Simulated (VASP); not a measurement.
# Rb (R-3m) in VASP: notebook

Rb is run at these levels: PBEsol; tasks: single point.

All numbers are computed with VASP 6.6.1; they aren't measurements. Logs are shortened: lines on timing, memory, paths and dates and some standing lists are left out, and cuts for length are marked.

## 1. The cell of the first run

It takes space group R-3m (No. 166, trigonal). The conventional cell has a = 8.131 Å, b = 8.131 Å, c = 4.631 Å, α = 90.00°, β = 90.00°, γ = 120.00°.

## 2. Single point, PBEsol

INCAR

```
  ALGO = Fast
  EDIFF = 1E-6
  ENCUT = 520
  GGA = PS
  ISIF = 2
  ISMEAR = 0
  LASPH = True
  LCHARG = False
  LREAL = False
  LWAVE = False
  NBANDS = 10
  NELM = 60
  PREC = Accurate
  SIGMA = 0.15
```

KPOINTS

```
k-points
0
Gamma
  14 14 14
```

POSCAR

```
Rb
1.0
   -2.9417818981      2.8076289777      2.8076289777
    2.8076289777     -2.9417818981      2.8076289777
    2.8076289777      2.8076289777     -2.9417818981
Rb
1
Direct
    0.0000000000      0.0000000000      0.0000000000
```

Potentials or basis: VASP PAW PBE potentials, release 64 (Rb_sv).

Run with:

```bash
cat potpaw_PBE.64/Rb_sv/POTCAR > POTCAR
mpirun -np 1 vasp_std > vasp.out
```

OUTCAR:

```text
EDIFF = 1E-6
   ENCUT = 520
   GGA = PS
   ISIF = 2
   ISMEAR = 0
   LASPH = True
   LREAL = False
   NELM = 60
   PREC = Accurate

 ion  position               nearest neighbor table
   1  0.000  0.000  0.000-

  LATTYP: Found a trigonal (rhomboedric) cell.
 ALAT       =     4.9416233860
 COS(alpha) =    -0.3536531715

  Lattice vectors:

 A1 = (  -2.9417818981,   2.8076289777,   2.8076289777)
 A2 = (   2.8076289777,  -2.9417818981,   2.8076289777)
 A3 = (   2.8076289777,   2.8076289777,  -2.9417818981)

Analysis of symmetry for initial positions (statically):
=====================================================================
 Subroutine PRICEL returns:
 Original cell was already a primitive cell.

 Routine SETGRP: Setting up the symmetry group for a
 trigonal (rhombohedral) supercell.

 Subroutine GETGRP returns: Found 12 space group operations
 (whereof 12 operations were pure point group operations)
 out of a pool of 12 trial point group operations.

The static configuration has the point symmetry D_3d.

Analysis of symmetry for dynamics (positions and initial velocities):
=====================================================================
 Subroutine PRICEL returns:
 Original cell was already a primitive cell.

 Routine SETGRP: Setting up the symmetry group for a
 trigonal (rhombohedral) supercell.

 Subroutine GETGRP returns: Found 12 space group operations
 (whereof 12 operations were pure point group operations)
 out of a pool of 12 trial point group operations.

The dynamic configuration has the point symmetry D_3d.

 Subroutine INISYM returns: Found 12 space group operations
 (whereof 12 operations are pure point group operations),
 and found     1 'primitive' translations

----------------------------------------------------------------------------------------

                                     Primitive cell

  volume of cell :      88.3737

  direct lattice vectors                    reciprocal lattice vectors
    -2.941781898  2.807628978  2.807628978     0.008727714  0.182658577  0.182658577
     2.807628978 -2.941781898  2.807628978     0.182658577  0.008727714  0.182658577
     2.807628978  2.807628978 -2.941781898     0.182658577  0.182658577  0.008727714

  length of vectors
     4.941623386  4.941623386  4.941623386     0.258465636  0.258465636  0.258465636

  position of ions in fractional coordinates (direct lattice)
     0.000000000  0.000000000  0.000000000

  ion indices of the primitive-cell ions
   primitive index   ion index
                 1           1

----------------------------------------------------------------------------------------

 KPOINTS: k-points

Automatic generation of k-mesh.
 Grid dimensions read from file:
 generate k-points for:   14   14   14

 Generating k-lattice:

  Cartesian coordinates                     Fractional coordinates (reciprocal lattice)
     0.000623408  0.013047041  0.013047041     0.071428571  0.000000000  0.000000000
     0.013047041  0.000623408  0.013047041     0.000000000  0.071428571  0.000000000
     0.013047041  0.013047041  0.000623408    -0.000000000 -0.000000000  0.071428571

  Length of vectors
     0.018461831  0.018461831  0.018461831

  Shift w.r.t. Gamma in fractional coordinates (k-lattice)
     0.000000000  0.000000000  0.000000000

 Subroutine IBZKPT returns following result:
 ===========================================

 Found    288 irreducible k-points:

 Following reciprocal coordinates:
            Coordinates               Weight
  0.000000  0.000000  0.000000      1.000000
  0.071429  0.000000  0.000000      6.000000
  0.142857 -0.000000 -0.000000      6.000000
  0.214286 -0.000000 -0.000000      6.000000
  0.285714  0.000000  0.000000      6.000000
  0.357143  0.000000  0.000000      6.000000
[... 16 lines left out ...]
  0.214286  0.142857 -0.000000     12.000000
  0.285714  0.142857 -0.000000     12.000000
 [... further k-points ...]
   k-points           NKPTS =    288   k-points in BZ     NKDIM =    288   number of bands    NBANDS=     10
   number of dos      NEDOS =    301   number of ions     NIONS =      1
   total plane-waves  NPLWV =  64000
   dimension x,y,z NGX =    40 NGY =   40 NGZ =   40
   dimension x,y,z NGXF=    80 NGYF=   80 NGZF=   80
   ions per type =               1
   NGX,Y,Z   is equivalent  to a cutoff of  13.46, 13.46, 13.46 a.u.
   NGXF,Y,Z  is equivalent  to a cutoff of  26.91, 26.91, 26.91 a.u.
 SYSTEM =  unknown system
   PREC   = accura    normal or accurate (medium, high low for compatibility)
   ISTART =      0    job   : 0-new  1-cont  2-samecut
   ICHARG =      2    charge: 1-file 2-atom 10-const
   ISPIN  =      1    spin polarized calculation?
   LNONCOLLINEAR =      F non collinear calculations
   LSORBIT =      F    spin-orbit coupling
   LASPH  =      T    aspherical Exc in radial PAW
   ENCUT  =  520.0 eV  38.22 Ry    6.18 a.u.   9.19  9.19  9.19*2*pi/ulx,y,z
   NELM   =     60;   NELMIN=  2; NELMDL= -5     # of ELM steps
   EDIFF  = 0.1E-05   stopping-criterion for ELM
   LREAL  =      F    real-space projection
   EDIFFG = 0.1E-04   stopping-criterion for IOM
   NSW    =      0    number of steps for IOM
   IBRION =     -1    ionic relax: 0-MD 1-quasi-New 2-CG
   NFREE  =      0    steps in history (QN), initial steepest desc. (CG)
   ISIF   =      2    stress and relaxation
   ISYM   =      2    0-nonsym 1-usesym 2-fastsym
   POTIM  = 0.5000    time-step for ionic-motion
   TEBEG  =    0.0;   TEEND  =   0.0 temperature during run
   PSTRESS=    0.0 pullay stress
   NELECT =       9.0000    total number of electrons
   NUPDOWN=      -1.0000    fix difference up-down
   EMIN   =  10.00;   EMAX   =-10.00  energy-range for DOS
   EFERMI =   0.00;   METHOD = LEGACY
   ISMEAR =     0;   SIGMA  =   0.15  broadening in eV -4-tet -1-fermi 0-gaus
   EFERMI_NEDOS =   21; number of points for ismear=-14 and -15
   IALGO  =     68    algorithm
   IMIX   =      4    mixing-type and parameters
     AMIX     =   0.40;   BMIX     =  1.00
     AMIX_MAG =   1.60;   BMIX_MAG =  1.00
  volume/ion in A,a.u.               =      88.37       596.38
  Fermi-wavevector in a.u.,A,eV,Ry     =   0.764507  1.444708  7.952205  0.584471
  Thomas-Fermi vector in A             =   1.864423
   LORBIT       =      0    0 simple, 1 ext, 2 COOP (PROOUT), +10 PAW based schemes
   GGA     = PS    functional components
   LHFCALC =     F    Hartree Fock is set to
   AEXX    =    0.0000 exact exchange contribution
   IVDW    =     0    specifies the selected vdW correction
   LEPSILON=     F    determine dielectric tensor
   LRPA    =     F    only Hartree local field effects (RPA)
 non-spin polarized calculation
 RMM-DIIS sequential band-by-band and
 Gauss-broadening in eV      SIGMA  =   0.15
  energy-cutoff  :      520.00
  volume of cell :       88.37
 maximum number of plane-waves:      2411
 NGX is ok and might be reduce to    40

 number of electron       9.0000000 magnetization

 Free energy of the ion-electron system (eV)
  ---------------------------------------------------
  ext. energy  EPLUGINS =         0.00000000
  ---------------------------------------------------
  free energy    TOTEN  =        -1.02519587 eV

  energy without entropy =       -1.01534012  energy(sigma->0) =       -1.02026799

 E-fermi :   0.0120     XC(G=0):  -5.5938

 val. band max:       -0.0015887259   @ k =   0.5000   0.3571   0.0000
 cond. band min:       0.0279440386   @ k =  -0.2143   0.4286   0.1429
 fundamental gap:      0.0295327645
 Fermi energy:         0.0119929227

 k-point     1 :       0.0000    0.0000    0.0000
  band No.  band energies     occupation
      1     -28.8362      2.00000
      2     -12.8824      2.00000
      3     -12.8824      2.00000
      4     -12.8712      2.00000
      5      -2.0026      2.00000
      6       3.4968      0.00000
      7       3.7525      0.00000
      8       3.7525      0.00000
      9       4.7783      0.00000
     10       4.7783      0.00000

 k-point     2 :       0.0714    0.0000    0.0000
  band No.  band energies     occupation
      1     -28.8359      2.00000
      2     -12.8850      2.00000
      3     -12.8822      2.00000
      4     -12.8772      2.00000
      5      -1.9370      2.00000
      6       3.5138      0.00000
      7       3.6644      0.00000
      8       3.7727      0.00000
      9       4.5353      0.00000
     10       4.7146      0.00000

 k-point     3 :       0.1429   -0.0000   -0.0000
  band No.  band energies     occupation
      1     -28.8350      2.00000
      2     -12.8990      2.00000
      3     -12.8873      2.00000
      4     -12.8818      2.00000
      5      -1.7436      2.00000
      6       3.3745      0.00000
      7       3.4473      0.00000
      8       3.8788      0.00000
      9       4.2547      0.00000
     10       4.5949      0.00000

 k-point     4 :       0.2143   -0.0000   -0.0000
  band No.  band energies     occupation
      1     -28.8337      2.00000
      2     -12.9253      2.00000
      3     -12.8953      2.00000
      4     -12.8812      2.00000
      5      -1.4323      2.00000
      6       2.9027      0.00000
      7       3.1865      0.00000
      8       4.1474      0.00000
      9       4.2753      0.00000
     10       4.5154      0.00000

 k-point     5 :       0.2857    0.0000    0.0000
  band No.  band energies     occupation
      1     -28.8322      2.00000
      2     -12.9546      2.00000
      3     -12.9036      2.00000
      4     -12.8805      2.00000
      5      -1.0201      2.00000
      6       2.3499      0.00000
      7       2.9444      0.00000
      8       4.3748      0.00000
      9       4.5204      0.00000
     10       4.5420      0.00000

 k-point     6 :       0.3571    0.0000    0.0000
  band No.  band energies     occupation
      1     -28.8309      2.00000
      2     -12.9807      2.00000
      3     -12.9110      2.00000
      4     -12.8799      2.00000
      5      -0.5322      2.00000
      6       1.8064      0.00000
      7       2.7554      0.00000
      8       4.3750      0.00000
      9       4.6252      0.00000
     10       5.0293      0.00000
[... 183 lines left out ...]
 k-point    21 :      -0.0714    0.0714    0.0000
  band No.  band energies     occupation
      1     -28.8360      2.00000
      2     -12.8872      2.00000
      3     -12.8835      2.00000
      4     -12.8716      2.00000
      5      -1.9436      2.00000
      6       3.4281      0.00000
      7       3.5979      0.00000
      8       3.8032      0.00000
      9       4.7027      0.00000
     10       4.7701      0.00000

 k-point    22 :       0.1429    0.1429    0.0000
  band No.  band energies     occupation
      1     -28.8327      2.00000
      2     -12.9476      2.00000
      3     -12.8918      2.00000
      4     -12.8847      2.00000
      5      -1.2278      2.00000
      6       2.7608      0.00000
      7       2.9944      0.00000
      8       4.0927      0.00000
      9       4.2302      0.00000
     10       4.7749      0.00000

 k-point    23 :       0.2143    0.1429   -0.0000
  band No.  band energies     occupation
      1     -28.8314      2.00000
      2     -12.9729      2.00000
      3     -12.8992      2.00000
      4     -12.8852      2.00000
      5      -0.8138      2.00000
      6       2.2740      0.00000
      7       2.7195      0.00000
      8       4.1715      0.00000
      9       4.4900      0.00000
     10       4.9217      0.00000

 k-point    24 :       0.2857    0.1429   -0.0000
  band No.  band energies     occupation
      1     -28.8303      2.00000
      2     -12.9914      2.00000
      3     -12.9084      2.00000
      4     -12.8852      2.00000
      5      -0.3237      1.99845
      6       1.7768      0.00000
      7       2.5100      0.00000
      8       4.1774      0.00000
      9       4.6529      0.00000
     10       5.0973      0.00000

 [... further k-points ...]

------------------------ aborting loop because EDIFF is reached ----------------------------------------

  FORCE on cell =-STRESS in cart. coord.  units (eV):
  Direction    XX          YY          ZZ          XY          YZ          ZX
  --------------------------------------------------------------------------------------
  -------------------------------------------------------------------------------------
  Total       -0.0313834     -0.0313834     -0.0313834      0.0585930      0.0585930      0.0585930
  in kB       -0.5689673     -0.5689673     -0.5689673      1.0622654      1.0622654      1.0622654
  external PRESSURE =      -0.5689673 kB  Pullay stress =       0.0000000 kB

 VOLUME and BASIS-vectors are now :
 -----------------------------------------------------------------------------
  energy-cutoff  :      520.00
  volume of cell :       88.37
      direct lattice vectors                 reciprocal lattice vectors
    -2.941781898  2.807628978  2.807628978     0.008727714  0.182658577  0.182658577
     2.807628978 -2.941781898  2.807628978     0.182658577  0.008727714  0.182658577
     2.807628978  2.807628978 -2.941781898     0.182658577  0.182658577  0.008727714

 POSITION                                       TOTAL-FORCE (eV/Angst)
 -----------------------------------------------------------------------------------
      0.00000      0.00000      0.00000        -0.000000     -0.000000     -0.000000
 -----------------------------------------------------------------------------------
    total drift:                                0.000000      0.000000     -0.000000

  FREE ENERGIE OF THE ION-ELECTRON SYSTEM (eV)
  ---------------------------------------------------
  free  energy   TOTEN  =        -1.0251958668 eV

  energy  without entropy=       -1.0153401229  energy(sigma->0) =       -1.02026799
```

It took 3.4 min on 1 thread of Intel Xeon Platinum 8259CL at 2.50GHz (Skylake/Cascade Lake), shared host; peak memory 0.41 GiB.

Results:

```yaml
Free_energy: -1.0252 eV
Pressure: -0.1 GPa
Band_gap_on_the_k_mesh: zero (an odd number of electrons rules out a gap without spin polarisation)
```

Caveat: the PAW data sets were made with another functional, which shifts forces and pressure a little.

## 3. Single point, PBEsol

This run uses another cell than the first one, of the same volume but with other edges.

INCAR

```
PREC = Accurate
ENCUT = 520
EDIFF = 1E-7
ISMEAR = 0
SIGMA = 0.15
LREAL = False
LASPH = True
NELM = 80
ALGO = Fast
ISIF = 2
LWAVE = False
LCHARG = True
GGA = PS
LELF = True
LVHAR = True
NBANDS = 10
```

KPOINTS

```
Automatic mesh
0
Gamma
  14 14 14
```

POSCAR

```
Rb
1.0
   -2.6619997576      2.8078627580      2.8078627580
    2.8078627580     -2.6619997576      2.8078627580
    2.8078627580      2.8078627580     -2.6619997576
Rb
1
Direct
    0.0000000000      0.0000000000      0.0000000000
```

Potentials or basis: VASP PAW PBE potentials, release 64 (Rb_sv).

Run with:

```bash
cat potpaw_PBE.64/Rb_sv/POTCAR > POTCAR
mpirun -np 1 vasp_std > vasp.out
```

It took 3 min on 1 thread of Intel Xeon Platinum 8259CL at 2.50GHz (Skylake/Cascade Lake), shared host; peak memory 0.38 GiB.

Results (log left out):

```yaml
Free_energy: -1.0252 eV
Pressure: -0.1 GPa
Band_gap_on_the_k_mesh: zero (an odd number of electrons rules out a gap without spin polarisation)
```

Stress tensor (GPa, compression positive):
```
-0.06 -0.09 -0.09
-0.09 -0.06 -0.09
-0.09 -0.09 -0.06
```

Levels at points of the mesh, in eV from the Fermi level:
```
           k point  band 1  band 2  band 3  band 4  band 5  band 6  band 7  band 8
(0.00, 0.00, 0.00)  -28.85  -12.90  -12.89  -12.89   -2.01    3.53    3.53    3.95
(0.50, 0.00, 0.00)  -28.84  -13.00  -12.92  -12.89    0.14    0.69    2.60    4.46
(0.50, 0.50, 0.00)  -28.84  -13.01  -12.94  -12.89    0.32    0.93    2.54    4.23
(0.50, 0.50, 0.50)  -28.84  -12.98  -12.98  -12.95    1.25    1.25    3.29    3.35
```

Caveat: the PAW data sets were made with another functional, which shifts forces and pressure a little.

The gap in the log of VASP goes by the Fermi energy; the results here count the filled bands.